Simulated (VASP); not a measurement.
# Ni in VASP: notebook

Ni is run at these levels: PBEsol; tasks: single point.

Everything below comes from runs of VASP 6.6.1. Logs are shortened: lines on timing, memory, paths and dates and some standing lists are left out, and cuts for length are marked.

### 1 The cell of the first run

The cell holds a slab with vacuum, 6 atoms: a = 2.450 Å, b = 2.450 Å, c = 26.001 Å, α = 90.00°, β = 90.00°, γ = 120.00°.

### 2 Single point, PBEsol, collinear spin, ferromagnetic start

The input, POSCAR:

```
Ni
1.0
    2.4497647886      0.0000000000      0.0000000000
   -1.2248823943      2.1215585402      0.0000000000
    0.0000000000      0.0000000000     26.0011000000
Ni
6
Direct
    0.1666666665      0.3333333335      0.3076788506
    0.5000000005      0.9999999995      0.3846073102
    0.8333333335      0.6666666665      0.4615357698
    0.1666666665      0.3333333335      0.5384642295
    0.5000000005      0.9999999995      0.6153926898
    0.8333333335      0.6666666665      0.6923211494
```

The input, INCAR.step1:

```
SYSTEM = Ni
ALGO = Normal
DIPOL = 0.5 0.5 0.500
EDIFF = 1E-6
ENCUT = 520
GGA = PS
IDIPOL = 3
ISIF = 2
ISMEAR = -1
ISPIN = 2
LASPH = .True.
LCHARG = .True.
LDIPOL = .True.
LMAXMIX = 4
LREAL = .False.
LWAVE = .False.
MAGMOM = 1 1 1 1 1 1
NBANDS = 43
NELM = 150
PREC = Accurate
SIGMA = 0.1
```

The input, KPOINTS.step1:

```
k-points
0
Gamma
  15 15 1
  0 0 0
```

The input, INCAR.step2:

```
SYSTEM = Ni
ALGO = Normal
DIPOL = 0.5 0.5 0.500
EDIFF = 1E-6
ENCUT = 520
GGA = PS
ICHARG = 11
IDIPOL = 3
ISIF = 2
ISMEAR = -5
ISPIN = 2
LASPH = .True.
LCHARG = .False.
LDIPOL = .True.
LMAXMIX = 4
LORBIT = 10
LREAL = .False.
LWAVE = .False.
MAGMOM = 1 1 1 1 1 1
NBANDS = 43
NEDOS = 1001
NELM = 150
PREC = Accurate
SIGMA = 0.1
```

The input, KPOINTS.step2:

```
k-points
0
Gamma
  23 23 1
  0 0 0
```

Potentials or basis: VASP PAW PBE potentials, release 64 (Ni).

Command:

```sh
$ cat potpaw_PBE.64/Ni/POTCAR > POTCAR
$ cp INCAR.step1 INCAR
$ cp KPOINTS.step1 KPOINTS
$ mpirun -np 1 vasp_std > vasp.out
$ cp INCAR.step2 INCAR
$ cp KPOINTS.step2 KPOINTS
$ mpirun -np 1 vasp_std > vasp.out
```

OUTCAR:

```text
SYSTEM = Ni
   EDIFF = 1E-6
   ENCUT = 520
   GGA = PS
   ICHARG = 11
   ISIF = 2
   ISMEAR = -5
   ISPIN = 2
   LASPH = .True.
   LORBIT = 10
   LREAL = .False.
   NELM = 150
   PREC = Accurate

 ion  position               nearest neighbor table
   1  0.167  0.333  0.308-   2 2.45   2 2.45   2 2.45
   2  0.500  1.000  0.385-   1 2.45   3 2.45   1 2.45   3 2.45   3 2.45   1 2.45
   3  0.833  0.667  0.462-   2 2.45   2 2.45   2 2.45   4 2.45   4 2.45   4 2.45
   4  0.167  0.333  0.538-   3 2.45   3 2.45   3 2.45   5 2.45   5 2.45   5 2.45
   5  0.500  1.000  0.615-   6 2.45   6 2.45   6 2.45   4 2.45   4 2.45   4 2.45
   6  0.833  0.667  0.692-   5 2.45   5 2.45   5 2.45

  LATTYP: Found a hexagonal cell.
 ALAT       =     2.4497647886
 C/A-ratio  =    10.6137128434

  Lattice vectors:

 A1 = (   2.4497647886,   0.0000000000,   0.0000000000)
 A2 = (  -1.2248823943,   2.1215585402,   0.0000000000)
 A3 = (   0.0000000000,   0.0000000000,  26.0011000000)

Analysis of symmetry for initial positions (statically):
=====================================================================
 Subroutine PRICEL returns:
 Original cell was already a primitive cell.

 Routine SETGRP: Setting up the symmetry group for a
 hexagonal supercell.

 Subroutine GETGRP returns: Found 12 space group operations
 (whereof  4 operations were pure point group operations)
 out of a pool of 24 trial point group operations.

The static configuration has the point symmetry C_2h.
 The point group associated with its full space group is D_3d.

Analysis of symmetry for dynamics (positions and initial velocities):
=====================================================================
 Subroutine PRICEL returns:
 Original cell was already a primitive cell.

 Routine SETGRP: Setting up the symmetry group for a
 hexagonal supercell.

 Subroutine GETGRP returns: Found 12 space group operations
 (whereof  4 operations were pure point group operations)
 out of a pool of 24 trial point group operations.

The dynamic configuration has the point symmetry C_2h.
 The point group associated with its full space group is D_3d.

Analysis of structural, dynamic, and magnetic symmetry:
=====================================================================
 Subroutine PRICEL returns:
 Original cell was already a primitive cell.

 Routine SETGRP: Setting up the symmetry group for a
 hexagonal supercell.

 Subroutine GETGRP returns: Found 12 space group operations
 (whereof  4 operations were pure point group operations)
[... 154 lines left out ...]
 Free energy of the ion-electron system (eV)
  ---------------------------------------------------
  ext. energy  EPLUGINS =         0.00000000
  ---------------------------------------------------
  free energy    TOTEN  =       -35.31337356 eV

  energy without entropy =      -35.31337356  energy(sigma->0) =      -35.31337356

 E-fermi :   1.8063     XC(G=0):  -7.0548

 val. band max:        1.8352094201   @ k =   0.0000   0.0000   0.0000
 cond. band min:       1.7747241178   @ k =   0.3913  -0.0000   0.0000
 fundamental gap:     -0.0604853023
 Fermi energy:         1.8062542182

 spin component 1

 k-point     1 :       0.0000    0.0000    0.0000
  band No.  band energies     occupation
      1      -7.3510      1.00000
      2      -6.6397      1.00000
      3      -5.5656      1.00000
      4      -4.3717      1.00000
      5      -3.5350      1.00000
      6      -3.3113      1.00000
[... 1069 lines left out ...]
     41       9.0061      0.00000
     42      10.5224      0.00000

 [... further k-points ...]

 spin component 2

 k-point     1 :       0.0000    0.0000    0.0000
  band No.  band energies     occupation
      1      -7.3592      1.00000
      2      -6.6451      1.00000
      3      -5.5593      1.00000
      4      -4.3082      1.00000
      5      -3.3072      1.00000
      6      -2.9404      1.00000
[... 1069 lines left out ...]
     41       9.1651      0.00000
     42      10.6313      0.00000

 [... further k-points ...]

 [bands above 42 left out]

------------------------ aborting loop because EDIFF is reached ----------------------------------------

 vacuum level on the upper side and lower side of the slab       (xc-potential included)         0.006         0.006

  FORCE on cell =-STRESS in cart. coord.  units (eV):
  Direction    XX          YY          ZZ          XY          YZ          ZX
  --------------------------------------------------------------------------------------
  -------------------------------------------------------------------------------------
  Total       -3.2456508     -3.2456508     -2.4302383      0.0000000     -0.0000000      0.0000000
  in kB      -38.4805472    -38.4805472    -28.8129894      0.0000000     -0.0000000      0.0000000
  external PRESSURE =     -35.2580280 kB  Pullay stress =       0.0000000 kB

 VOLUME and BASIS-vectors are now :
 -----------------------------------------------------------------------------
  energy-cutoff  :      520.00
  volume of cell :      135.14
      direct lattice vectors                 reciprocal lattice vectors
     2.449764789  0.000000000  0.000000000     0.408202455  0.235675797  0.000000000
    -1.224882394  2.121558540  0.000000000     0.000000000  0.471351594  0.000000000
     0.000000000  0.000000000 26.001100000     0.000000000  0.000000000  0.038459911

 POSITION                                       TOTAL-FORCE (eV/Angst)
 -----------------------------------------------------------------------------------
     -0.00000      0.70719      7.99999         0.000000      0.000000      0.160567
      0.00000      2.12156     10.00021         0.000000     -0.000000     -0.142318
      1.22488      1.41437     12.00044        -0.000000      0.000000     -0.040065
     -0.00000      0.70719     14.00066        -0.000000     -0.000000      0.040065
      0.00000      2.12156     16.00089         0.000000     -0.000000      0.142318
      1.22488      1.41437     18.00111        -0.000000     -0.000000     -0.160567
 -----------------------------------------------------------------------------------
    total drift:                                0.000006     -0.000004     -0.000051

  FREE ENERGIE OF THE ION-ELECTRON SYSTEM (eV)
  ---------------------------------------------------
  free  energy   TOTEN  =       -35.3133735622 eV

  energy  without entropy=      -35.3133735622  energy(sigma->0) =      -35.31337356

 vacuum level on the upper side and lower side of the slab         7.010         7.010

 total charge

# of ion       s       p       d       tot
------------------------------------------
    1        0.509   0.418   8.332   9.258
    2        0.516   0.541   8.329   9.385
    3        0.521   0.545   8.317   9.383
    4        0.521   0.545   8.317   9.383
    5        0.516   0.541   8.329   9.385
    6        0.509   0.418   8.332   9.258
--------------------------------------------------
tot          3.091   3.008  49.955  56.053

 magnetization (x)

# of ion       s       p       d       tot
------------------------------------------
    1       -0.005  -0.023   0.672   0.643
    2       -0.007  -0.025   0.693   0.662
    3       -0.007  -0.025   0.663   0.632
    4       -0.007  -0.025   0.663   0.632
    5       -0.007  -0.025   0.693   0.662
    6       -0.005  -0.023   0.672   0.643
--------------------------------------------------
tot         -0.037  -0.147   4.057   3.873
```

OUTCAR.step1:

```text
SYSTEM = Ni
   EDIFF = 1E-6
   ENCUT = 520
   GGA = PS
   ISIF = 2
   ISMEAR = -1
   ISPIN = 2
   LASPH = .True.
[... 2428 lines left out ...]
      0.00000      2.12156     16.00089         0.000000     -0.000000      0.145137
      1.22488      1.41437     18.00111         0.000000     -0.000000     -0.161068
 -----------------------------------------------------------------------------------
    total drift:                               -0.000000     -0.000000      0.000012

  FREE ENERGIE OF THE ION-ELECTRON SYSTEM (eV)
  ---------------------------------------------------
  free  energy   TOTEN  =       -35.4850481774 eV

  energy  without entropy=      -35.1458562243  energy(sigma->0) =      -35.31545220

 vacuum level on the upper side and lower side of the slab         7.010         7.010
```

It took 27 min on 1 thread of Oxide Virtual Turin-like, shared host; peak memory 0.52 GiB.

What came out:

```yaml
Net_moment: 3.79 μB per cell
Site_moments: Ni +0.64, +0.66, +0.63 (each value once) μB
Valence_electrons_inside_the_program's_atomic_spheres: Ni 9.26, 9.38 (each value once)
```

Levels at points of the mesh, in eV from the Fermi level:
Spin up:
```
           k point  band 31  band 32  band 33  band 34  band 35  band 36
(0.00, 0.00, 0.00)    -0.92    -0.70    -0.70    -0.60    -0.60    -0.39
```
Spin down:
```csv
k point,band 25,band 26,band 27,band 28,band 29,band 30
"(0.00, 0.00, 0.00)",-0.72,-0.67,-0.67,-0.51,-0.51,-0.29
```

Caveat: the PAW data sets were made with another functional, which shifts forces and pressure a little.

### 3 Single point, PBEsol, collinear spin, ferromagnetic start

The input, POSCAR:

```
Ni
1.0
    2.4497645824      0.0000000000      0.0000000000
   -1.2248822912      2.1215583616      0.0000000000
    0.0000000000      0.0000000000     26.0011000000
Ni
6
Direct
    0.1666666665      0.3333333335      0.3076788667
    0.5000000005      0.9999999995      0.3846073199
    0.8333333335      0.6666666665      0.4615357731
    0.1666666665      0.3333333335      0.5384642262
    0.5000000005      0.9999999995      0.6153926801
    0.8333333335      0.6666666665      0.6923211333
```

The input, INCAR.step1:

```
ALGO = Normal
DIPOL = 0.5 0.5 0.500
EDIFF = 1E-6
ENCUT = 520
GGA = PS
IDIPOL = 3
ISIF = 2
ISMEAR = -1
ISPIN = 2
LASPH = T
LCHARG = T
LDIPOL = T
LMAXMIX = 4
LREAL = F
LWAVE = F
MAGMOM = 1 1 1 1 1 1
NBANDS = 43
NELM = 150
PREC = Accurate
SIGMA = 0.1
```

The input, KPOINTS.step1:

```
k-points
0
Gamma
  15 15 1
```

The input, INCAR.step2:

```
ALGO = Normal
DIPOL = 0.5 0.5 0.500
EDIFF = 1E-6
ENCUT = 520
GGA = PS
ICHARG = 11
IDIPOL = 3
ISIF = 2
ISMEAR = -5
ISPIN = 2
LASPH = T
LCHARG = F
LDIPOL = T
LMAXMIX = 4
LORBIT = 11
LREAL = F
LWAVE = F
MAGMOM = 1 1 1 1 1 1
NEDOS = 2001
NELM = 150
PREC = Accurate
SIGMA = 0.1
```

The input, KPOINTS.step2:

```
k-points
0
Gamma
  23 23 1
```

Potentials or basis: VASP PAW PBE potentials, release 64 (Ni).

Command:

```sh
$ cat potpaw_PBE.64/Ni/POTCAR > POTCAR
$ cp INCAR.step1 INCAR
$ cp KPOINTS.step1 KPOINTS
$ mpirun -np 1 vasp_std > vasp.out
$ cp INCAR.step2 INCAR
$ cp KPOINTS.step2 KPOINTS
$ mpirun -np 1 vasp_std > vasp.out
```

Run time: 14 min. Hardware: 1 thread of Oxide Virtual Turin-like, shared host; peak memory 0.5 GiB.

The run converged. Its results:

```
Net moment                                            : 3.79 μB per cell
Site moments                                          : Ni +0.64, +0.66, +0.63 (each value once) μB
Valence electrons inside the program's atomic spheres : Ni 9.26, 9.38 (each value once)
```

Levels at points of the mesh, in eV from the Fermi level:
Spin up:
| k point | band 30 | band 31 | band 32 | band 33 | band 34 | band 35 | band 36 | band 37 |
| --- | --- | --- | --- | --- | --- | --- | --- | --- |
| (0.00, 0.00, 0.00) | -0.92 | -0.92 | -0.70 | -0.70 | -0.60 | -0.60 | -0.39 | 0.06 |
Spin down:
```csv
k point,band 23,band 24,band 25,band 26,band 27,band 28,band 29,band 30,band 31,band 32
"(0.00, 0.00, 0.00)",-1.47,-0.72,-0.72,-0.67,-0.67,-0.51,-0.51,-0.29,-0.24,-0.24
```

Caveat: the PAW data sets were made with another functional, which shifts forces and pressure a little.
